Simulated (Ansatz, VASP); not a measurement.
One calculation of W, two programs

```
W
1.0
     0.10552    2.08411    2.08411
     2.08411    0.10552    2.08411
     2.08411    2.08411    0.10552
W
1
Direct
  0.00000 0.00000 0.00000
```

Alike in both runs: task single point; functional PBEsol; k mesh 22 × 22 × 22; occupations gaussian, width 0.15 eV; no spin polarisation.

|  | VASP | Ansatz |
| --- | --- | --- |
| version | VASP 6.6.1 | Ansatz 0.2.0 |
| potentials or method | VASP PAW PBE potentials, release 64 (W_sv), cutoff 520 eV | scalar-relativistic, plane waves, PAW |
| valence electrons in the cell | 14 | 14 |

```csv
,VASP,Ansatz,Ansatz less VASP
gap on the k mesh at the Fermi level (eV),none,none,-
pressure (GPa),-11.2,-11.7,-0.48
"traceless stress, the component that is largest in VASP (GPa)",-0.67,-0.62,+0.052
```

VASP's potentials were made for PBE, not for PBEsol. A gap of «none» marks a metal or a gap that the smearing closes.

Neither program's run includes spin-orbit coupling.
